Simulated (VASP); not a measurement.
**Se: single point with PBEsol**

Crystal: Se.

```
Se
1.0
     4.02541    0.00000    0.00000
    -2.01271    3.48611    0.00000
     0.00000    0.00000    5.12546
Se
3
Direct
  0.74972 0.74972 0.00000
  0.00000 0.25028 0.66667
  0.25028 0.00000 0.33333
```

```
Program                : VASP 6.6.1
Task                   : single point
Functional             : PBEsol
Potentials or basis    : VASP PAW PBE potentials, release 64 (Se)
Cutoff                 : 520 eV
k mesh                 : 7 × 7 × 6
Occupations            : fermi-dirac, width 0.05 eV
Spin                   : no spin polarisation
Dipole correction      : no
Further INCAR settings : ALGO = Normal; EDIFF = 1e-06; NBANDS = 16
```

```yaml
Pressure: 0.2 GPa
Band_gap_on_the_k_mesh: 0.88 eV, indirect (least direct gap 1.12 eV)
```

Forces in eV/Å, atoms in the order of the input:
```
Se  -0.001 -0.003  0.000
Se  -0.001  0.003  0.000
Se   0.003  0.000  0.000
```

Stress tensor (GPa, compression positive):
```
0.14 0.00 0.00
0.00 0.14 0.00
0.00 0.00 0.24
```

Levels at points of the mesh, in eV from the valence-band top:
```tsv
k point	band 5	band 6	band 7	band 8	band 9	band 10	band 11	band 12	band 13	band 14
(0.00, 0.00, 0.00)	-3.41	-3.41	-1.89	-1.89	-0.55	1.44	1.44	2.05	6.28	6.28
(0.00, 0.00, 0.50)	-3.10	-3.10	-1.39	-1.32	-1.32	0.88	0.88	0.89	5.49	6.92
```

Wall time 22 s on 1 thread of AMD EPYC 7R13 Processor (Zen 3) (shared host), peak memory 0.16 GiB.

Caveat: the PAW data sets were made with another functional, which shifts forces and pressure a little. A k mesh can miss the band edges.
